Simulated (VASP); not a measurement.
# Sb (Fm-3m) in VASP: single point with PBEsol

Aim: the single point of Sb with PBEsol.

All numbers are computed with VASP 6.6.1; they aren't measurements. Logs are shortened: lines on timing, memory, paths and dates and some standing lists are left out, and cuts for length are marked.

### 1 The cell of the first run

The structure is cubic, space group Fm-3m (No. 225). The conventional cell has a = 5.016 Å, b = 5.016 Å, c = 5.016 Å, α = 90.00°, β = 90.00°, γ = 90.00°. Sb (site symmetry m-3m) has 12 Sb at 3.55 Å within 4.7 Å.

### 2 Single point, PBEsol

Contents of INCAR:

```
  ALGO = Normal
  EDIFF = 1E-6
  ENCUT = 520
  GGA = PS
  ISIF = 2
  ISMEAR = 0
  LASPH = True
  LCHARG = False
  LREAL = False
  LWAVE = False
  NBANDS = 8
  NELM = 100
  PREC = Accurate
  SIGMA = 0.15
```

Contents of KPOINTS:

```
k-points
0
Gamma
  16 16 16
```

Contents of POSCAR:

```
Sb
1.0
    3.3441248828      0.8360312207      0.8360312207
    0.8360312207      3.3441248828      0.8360312207
    0.8360312207      0.8360312207      3.3441248828
Sb
1
Direct
    0.0000000000      0.0000000000      0.0000000000
```

Potentials or basis: VASP PAW PBE potentials, release 64 (Sb).

Started as:

```bash
> cat potpaw_PBE.64/Sb/POTCAR > POTCAR
> mpirun -np 1 vasp_std > vasp.out
```

OUTCAR:

```text
EDIFF = 1E-6
   ENCUT = 520
   GGA = PS
   ISIF = 2
   ISMEAR = 0
   LASPH = True
   LREAL = False
   NELM = 100
   PREC = Accurate

 ion  position               nearest neighbor table
   1  0.000  0.000  0.000-

  LATTYP: Found a face centered cubic cell.
 ALAT       =     5.0161873242

  Lattice vectors:

 A1 = (   3.3441248828,   0.8360312207,   0.8360312207)
 A2 = (   0.8360312207,   3.3441248828,   0.8360312207)
 A3 = (   0.8360312207,   0.8360312207,   3.3441248828)

Analysis of symmetry for initial positions (statically):
=====================================================================
 Subroutine PRICEL returns:
 Original cell was already a primitive cell.

 Routine SETGRP: Setting up the symmetry group for a
 face centered cubic supercell.

 Subroutine GETGRP returns: Found 48 space group operations
 (whereof 48 operations were pure point group operations)
 out of a pool of 48 trial point group operations.

The static configuration has the point symmetry O_h .

Analysis of symmetry for dynamics (positions and initial velocities):
=====================================================================
 Subroutine PRICEL returns:
 Original cell was already a primitive cell.

 Routine SETGRP: Setting up the symmetry group for a
 face centered cubic supercell.

 Subroutine GETGRP returns: Found 48 space group operations
 (whereof 48 operations were pure point group operations)
 out of a pool of 48 trial point group operations.

The dynamic configuration has the point symmetry O_h .

 Subroutine INISYM returns: Found 48 space group operations
 (whereof 48 operations are pure point group operations),
 and found     1 'primitive' translations

----------------------------------------------------------------------------------------

                                     Primitive cell

  volume of cell :      31.5545

  direct lattice vectors                    reciprocal lattice vectors
     3.344124883  0.836031221  0.836031221     0.332257661 -0.066451532 -0.066451532
     0.836031221  3.344124883  0.836031221    -0.066451532  0.332257661 -0.066451532
     0.836031221  0.836031221  3.344124883    -0.066451532 -0.066451532  0.332257661

  length of vectors
     3.546980073  3.546980073  3.546980073     0.345292290  0.345292290  0.345292290

  position of ions in fractional coordinates (direct lattice)
     0.000000000  0.000000000  0.000000000

  ion indices of the primitive-cell ions
   primitive index   ion index
                 1           1
[... 74 lines left out ...]
   EDIFFG = 0.1E-04   stopping-criterion for IOM
   NSW    =      0    number of steps for IOM
   IBRION =     -1    ionic relax: 0-MD 1-quasi-New 2-CG
   NFREE  =      0    steps in history (QN), initial steepest desc. (CG)
   ISIF   =      2    stress and relaxation
   ISYM   =      2    0-nonsym 1-usesym 2-fastsym
   POTIM  = 0.5000    time-step for ionic-motion
   TEBEG  =    0.0;   TEEND  =   0.0 temperature during run
   PSTRESS=    0.0 pullay stress
   NELECT =       5.0000    total number of electrons
   NUPDOWN=      -1.0000    fix difference up-down
   EMIN   =  10.00;   EMAX   =-10.00  energy-range for DOS
   EFERMI =   0.00;   METHOD = LEGACY
   ISMEAR =     0;   SIGMA  =   0.15  broadening in eV -4-tet -1-fermi 0-gaus
   EFERMI_NEDOS =   21; number of points for ismear=-14 and -15
   IALGO  =     38    algorithm
   IMIX   =      4    mixing-type and parameters
     AMIX     =   0.40;   BMIX     =  1.00
     AMIX_MAG =   1.60;   BMIX_MAG =  1.00
  volume/ion in A,a.u.               =      31.55       212.94
  Fermi-wavevector in a.u.,A,eV,Ry     =   0.885886  1.674081 10.677766  0.784794
  Thomas-Fermi vector in A             =   2.006979
   LORBIT       =      0    0 simple, 1 ext, 2 COOP (PROOUT), +10 PAW based schemes
   GGA     = PS    functional components
   LHFCALC =     F    Hartree Fock is set to
   AEXX    =    0.0000 exact exchange contribution
   IVDW    =     0    specifies the selected vdW correction
   LEPSILON=     F    determine dielectric tensor
   LRPA    =     F    only Hartree local field effects (RPA)
 non-spin polarized calculation
 Gauss-broadening in eV      SIGMA  =   0.15
  energy-cutoff  :      520.00
  volume of cell :       31.55
 maximum number of plane-waves:       877
   NGX = 13   NGY = 13   NGZ = 13

 number of electron       5.0000000 magnetization

 Free energy of the ion-electron system (eV)
  ---------------------------------------------------
  ext. energy  EPLUGINS =         0.00000000
  ---------------------------------------------------
  free energy    TOTEN  =        -4.13518729 eV

  energy without entropy =       -4.12468000  energy(sigma->0) =       -4.12993365

 E-fermi :   6.4487     XC(G=0):  -9.6634

 val. band max:        6.4389830795   @ k =   0.4375   0.2500   0.1250
 cond. band min:       6.4611025052   @ k =  -0.4375   0.1875  -0.0000
 fundamental gap:      0.0221194257
 Fermi energy:         6.4487182520

 k-point     1 :       0.0000    0.0000    0.0000
  band No.  band energies     occupation
      1      -5.3527      2.00000
      2      10.6927      0.00000
      3      10.6927      0.00000
      4      10.6927      0.00000
      5      15.9403      0.00000
      6      15.9403      0.00000
      7      15.9403      0.00000
      8      16.3800      0.00000
[... 243 lines left out ...]
 k-point    24 :      -0.0625    0.0625    0.0000
  band No.  band energies     occupation
      1      -5.1780      2.00000
      2       9.4805      0.00000
      3      10.0809      0.00000
      4      10.6928      0.00000
      5      15.1034      0.00000
      6      16.0813      0.00000
      7      16.2132      0.00000
      8      17.4272      0.00000

 [... further k-points ...]

------------------------ aborting loop because EDIFF is reached ----------------------------------------

  FORCE on cell =-STRESS in cart. coord.  units (eV):
  Direction    XX          YY          ZZ          XY          YZ          ZX
  --------------------------------------------------------------------------------------
  -------------------------------------------------------------------------------------
  Total       -1.6132417     -1.6132417     -1.6132417      0.0000000     -0.0000000     -0.0000000
  in kB      -81.9122363    -81.9122363    -81.9122363      0.0000000     -0.0000000     -0.0000000
  external PRESSURE =     -81.9122363 kB  Pullay stress =       0.0000000 kB

 VOLUME and BASIS-vectors are now :
 -----------------------------------------------------------------------------
  energy-cutoff  :      520.00
  volume of cell :       31.55
      direct lattice vectors                 reciprocal lattice vectors
     3.344124883  0.836031221  0.836031221     0.332257661 -0.066451532 -0.066451532
     0.836031221  3.344124883  0.836031221    -0.066451532  0.332257661 -0.066451532
     0.836031221  0.836031221  3.344124883    -0.066451532 -0.066451532  0.332257661

 POSITION                                       TOTAL-FORCE (eV/Angst)
 -----------------------------------------------------------------------------------
      0.00000      0.00000      0.00000        -0.000000      0.000000      0.000000
 -----------------------------------------------------------------------------------
    total drift:                                0.000000     -0.000000      0.000000

  FREE ENERGIE OF THE ION-ELECTRON SYSTEM (eV)
  ---------------------------------------------------
  free  energy   TOTEN  =        -4.1351872942 eV

  energy  without entropy=       -4.1246799964  energy(sigma->0) =       -4.12993365
```

Wall time 13 s (1 thread of AMD EPYC 9R45 (Zen 5), shared host); peak memory 0.15 GiB.

Results:

- Free energy: -4.1352 eV
- Pressure: -8.2 GPa

Caveat: the PAW data sets were made with another functional, which shifts forces and pressure a little; spin-orbit coupling is left out, which moves the levels of the heavy elements.
